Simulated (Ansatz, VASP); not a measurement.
# GaSb: VASP beside Ansatz

The input INCAR:

```
  PREC = Accurate
  ENCUT = 520
  EDIFF = 1E-7
  ISMEAR = 0
  SIGMA = 0.15
  LREAL = F
  LASPH = T
  NELM = 80
  ALGO = Normal
  ISIF = 2
  LWAVE = F
  LCHARG = F
  GGA = PE
  NBANDS = 16
```

File KPOINTS:

```
regular mesh
0
Gamma
  16 16 16
```

The input POSCAR:

```
GaSb
1.0
   -2.7014000000      2.7014000000      1.7709000000
    2.7014000000     -2.7014000000      1.7709000000
    2.7014000000      2.7014000000     -1.7709000000
Ga Sb
1 1
Direct
    0.2500000000      0.7500000000      0.5000000000
    0.0000000000      0.0000000000      0.0000000000
```

Input for Ansatz:

```yaml
crystal:
  lattice:
    - [-2.7014, 2.7014, 1.7709]
    - [2.7014, -2.7014, 1.7709]
    - [2.7014, 2.7014, -1.7709]
  atoms:
    - { symbol: Ga, position: [0.25, 0.75, 0.5] }
    - { symbol: Sb, position: [0.0, 0.0, 0.0] }
basis:
  ecutwfc: 420
kpoints:
  mp_grid: { grid: [16, 16, 16] }
hamiltonian:
  xc: pbe
  pseudopotentials: { kind: paw, azcp: { folder: soft_1 } }
scf:
  occupations: { method: gaussian, width: 0.15 }
output:
  forces: true
  stress: true
  eigenvalues: true
```

Alike in both runs: task single point; functional PBE; k mesh 16 × 16 × 16; occupations gaussian, width 0.15 eV; no spin polarisation.

```csv
,VASP,Ansatz
version,VASP 6.6.1,Ansatz 0.2.0
potentials or method,"VASP PAW PBE potentials, release 64 (Ga_d, Sb), cutoff 520 eV","scalar-relativistic, plane waves, PAW"
valence electrons in the cell,18,28
```

|  | VASP | Ansatz | Ansatz less VASP |
| --- | --- | --- | --- |
| gap on the k mesh at the Fermi level (eV) | none | none | - |
| pressure (GPa) | -1.7 | -1.7 | -0.01 |
| traceless stress, the component that is largest in VASP (GPa) | -2.00 | -1.96 | +0.046 |

A gap of «none» marks a metal or a gap that the smearing closes. VASP's potentials hold 18 valence electrons a cell and Ansatz's 28, so a difference there can come from the potentials and not from the codes.

Spin-orbit coupling is off throughout.
